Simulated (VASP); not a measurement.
A run of VASP 6.6.1 is set up as follows.

Contents of INCAR:

```
  ALGO = Normal
  EDIFF = 1E-6
  ENCUT = 600
  GGA = PE
  GGA_COMPAT = F
  ISIF = 2
  ISMEAR = 0
  LASPH = T
  LCHARG = F
  LREAL = F
  LWAVE = F
  NBANDS = 12
  NELM = 120
  PREC = Accurate
  SIGMA = 0.2
```

File KPOINTS:

```
k-points
0
Gamma
  8 8 5
```

File POSCAR:

```
BF
1.0
    2.2371589871     -0.0000000025      0.0000000000
   -1.1185794914      1.9374365164      0.0000000000
    0.0000000000      0.0000000000      3.4317591541
B F
1 1
Direct
    0.0000000000      0.0000000000      0.5000000000
    0.6666666667      0.3333333333      0.0000000000
```

Potentials or basis: VASP PAW PBE potentials, release 64 (B, F).

Run with:

```bash
$ cat potpaw_PBE.64/B/POTCAR potpaw_PBE.64/F/POTCAR > POTCAR
$ mpirun -np 1 vasp_std > vasp.out
```

Task: Estimate the pressure.

Result: -0.6 GPa.

Task: Predict the band gap on the k mesh.

Result: 1.00 eV, indirect (least direct gap 1.57 eV).

A k mesh can miss the band edges. A hybrid or GW would open this gap; PBE tends to underestimate it.
